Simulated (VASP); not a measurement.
Set up this calculation in VASP 6.6.1, as the native input.

```yaml
Task: single point
Functional: r2SCAN
Potentials_or_basis: VASP PAW PBE potentials, release 64 (W_sv)
Cutoff: 520 eV
k_mesh: 8 × 5 × 5
Occupations: methfessel-paxton, width 0.1 eV
Spin: no spin polarisation
Dipole_correction: no
Further_INCAR_settings: ALGO = Normal; EDIFF = 1e-07; NBANDS = 36
```

The system is W.

```
CELL_PARAMETERS angstrom
2.76203 0.00000 0.00000
0.00000 4.78142 0.00000
0.00000 0.00000 4.84023
ATOMIC_POSITIONS crystal
W 0.79317 0.56316 0.25000
W 0.20683 0.06316 0.25000
W 0.20683 0.43684 0.75000
W 0.79317 0.93684 0.75000
```

One way to write it, as run:

POSCAR

```
W
1.0
    2.7620294425      0.0000000000      0.0000000000
    0.0000000000      4.7814155964      0.0000000000
    0.0000000000      0.0000000000      4.8402313327
W
4
Direct
    0.7931700000      0.5631600000      0.2500000000
    0.2068300000      0.0631600000      0.2500000000
    0.2068300000      0.4368400000      0.7500000000
    0.7931700000      0.9368400000      0.7500000000
```

INCAR.step1

```
  PREC = Accurate
  ENCUT = 520
  ISMEAR = 1
  SIGMA = 0.1
  LREAL = F
  LASPH = T
  NELM = 100
  NBANDS = 36
  GGA = PE
  ALGO = Normal
  EDIFF = 1E-4
  LWAVE = T
  LCHARG = F
```

INCAR.step2

```
  PREC = Accurate
  ENCUT = 520
  EDIFF = 1E-7
  ISMEAR = 1
  SIGMA = 0.1
  LREAL = F
  LASPH = T
  NELM = 100
  ALGO = Normal
  ISIF = 2
  LWAVE = F
  LCHARG = F
  METAGGA = R2SCAN
  LMIXTAU = T
  NBANDS = 36
  ISTART = 1
```

KPOINTS

```
Automatic mesh
0
Gamma
  8 5 5
```

Potentials or basis: VASP PAW PBE potentials, release 64 (W_sv).

Run with:

```sh
$ cat potpaw_PBE.64/W_sv/POTCAR > POTCAR
$ cp INCAR.step1 INCAR
$ mpirun -np 1 vasp_std > vasp.out
$ cp INCAR.step2 INCAR
$ mpirun -np 1 vasp_std > vasp.out
```

It gave:

```
Pressure               : 9.3 GPa
Largest force          : 0.168 eV/Å
Band gap on the k mesh : zero (band 28 reaches 11.97 eV, above the bottom of band 29 at 10.55 eV)
```

Caveat: the PAW data sets were made with another functional, which shifts forces and pressure a little; spin-orbit coupling is left out, which moves the levels of the heavy elements.

It took 110 s on 1 thread of Intel(R) Xeon(R) 6975P-C (Granite Rapids) (shared host), peak memory 0.22 GiB.
